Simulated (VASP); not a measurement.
Here is a VASP 6.6.1 calculation.

The input INCAR:

```
PREC = Accurate ; ENCUT = 600
EDIFF = 1E-7 ; ISMEAR = -1
SIGMA = 0.05 ; LREAL = False
LASPH = True ; NELM = 80
ALGO = Normal ; ISIF = 3
LWAVE = False ; LCHARG = False
GGA = PS ; IBRION = 2
NSW = 60 ; EDIFFG = -0.01
PSTRESS = 50.0
```

The input KPOINTS:

```
Automatic mesh
0
Gamma
  11 11 5
```

File POSCAR:

```
Ta
1.0
    2.9003720726      0.0000000000      0.0000000000
   -1.4501860363      2.5117958953      0.0000000000
    0.0000000000      0.0000000000      5.1662740000
Ta
2
Direct
    0.3333333333      0.6666666667      0.2500000000
    0.6666666667      0.3333333333      0.7500000000
```

Potentials or basis: VASP PAW PBE potentials, release 64 (Ta_pv).

The run is started by

```console
$ cat potpaw_PBE.64/Ta_pv/POTCAR > POTCAR
$ mpirun -np 1 vasp_std > vasp.out
```

Estimate the relaxed volume.

17.70 Å³/atom.

Predict the relaxed cell.

a = 2.840 Å, b = 2.840 Å, c = 5.068 Å, α = 90.00°, β = 90.00°, γ = 120.00°.

Step by step:
| step | energy change (eV) | largest force (eV/Å) | pressure (GPa) | volume (Å³) |
| --- | --- | --- | --- | --- |
| 1 | 0.0000 | 0.0000 | -7.22 | 37.64 |
| 2 | 0.7939 | 0.0000 | 51.20 | 30.35 |
| 3 | -0.0246 | 0.0000 | 4.02 | 35.56 |
| 4 | -0.0210 | 0.0000 | 4.85 | 35.43 |
| 5 | -0.0196 | 0.0000 | 5.13 | 35.39 |
| 6 | -0.0215 | 0.0000 | 4.70 | 35.45 |
| 7 | -0.0205 | 0.0000 | 4.93 | 35.42 |
| 8 | -0.0199 | 0.0000 | 5.04 | 35.40 |

Caveat: the cell is relaxed towards a set pressure, so the run minimises the enthalpy, not the energy; the PAW data sets were made with another functional, which shifts forces and pressure a little.
